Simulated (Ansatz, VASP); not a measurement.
Two plane-wave programs on PtS2

```
Pt S
1.0
     3.56897    0.00000    0.00000
    -1.78448    3.09082    0.00000
     0.00000    0.00000    5.14640
Pt S
1 2
Direct
  0.00000 0.00000 0.00000
  0.33333 0.66667 0.23676
  0.66667 0.33333 0.76324
```

Change from the starting cell: hydrostatic strain +0.5%.

Alike in both runs: task single point; functional PBE; k mesh 12 × 12 × 6; occupations fermi-dirac, width 0.02 eV; no spin polarisation.

```csv
,VASP,Ansatz
version,VASP 6.6.1,Ansatz 0.2.0
potentials or method,"VASP PAW PBE potentials, release 64 (Pt, S)","plane waves, PAW"
plane-wave cutoff (eV),520,420
valence electrons in the cell,22,30
```

```csv
,VASP,Ansatz,Ansatz less VASP
pressure (GPa),2.2,2.6,+0.44
"traceless stress, the component that is largest in VASP (GPa)",-0.23,-0.36,-0.138
rms of the force components (eV/Å),0.008,0.026,+0.0183
```

Atom by atom the forces differ by 0.018 eV/Å (rms over components). VASP's potentials hold 22 valence electrons a cell and Ansatz's 30, so a difference there can come from the potentials and not from the codes.

Neither program's run includes spin-orbit coupling.
